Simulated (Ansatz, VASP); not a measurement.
Two plane-wave programs on S

```
S
1.0
     0.00000    1.99435    2.07412
     1.99435    0.00000    2.07412
     1.99435    1.99435    0.00000
S
1
Direct
  0.00000 0.00000 0.00000
```

Change from the starting cell: strain +0.0400 x Voigt [0, 0, 1, 0, 0, 0], atoms carried along.

Alike in both runs: task single point; functional PBEsol; k mesh 20 × 20 × 20; occupations gaussian, width 0.15 eV; no spin polarisation.

|  | VASP | Ansatz |
| --- | --- | --- |
| version | VASP 6.6.1 | Ansatz 0.2.0 |
| potentials or method | VASP PAW PBE potentials, release 64 (S), cutoff 520 eV | scalar-relativistic, plane waves, PAW |
| valence electrons in the cell | 6 | 6 |

|  | VASP | Ansatz | Ansatz less VASP |
| --- | --- | --- | --- |
| gap on the k mesh at the Fermi level (eV) | none | none | - |
| pressure (GPa) | -7.8 | -7.8 | -0.02 |
| traceless stress, the component that is largest in VASP (GPa) | 2.12 | 2.13 | +0.006 |

VASP's potentials were made for PBE, not for PBEsol. A gap of «none» marks a metal or a gap that the smearing closes. With one functional, cell and mesh, what is left measures potentials, basis and numerics.
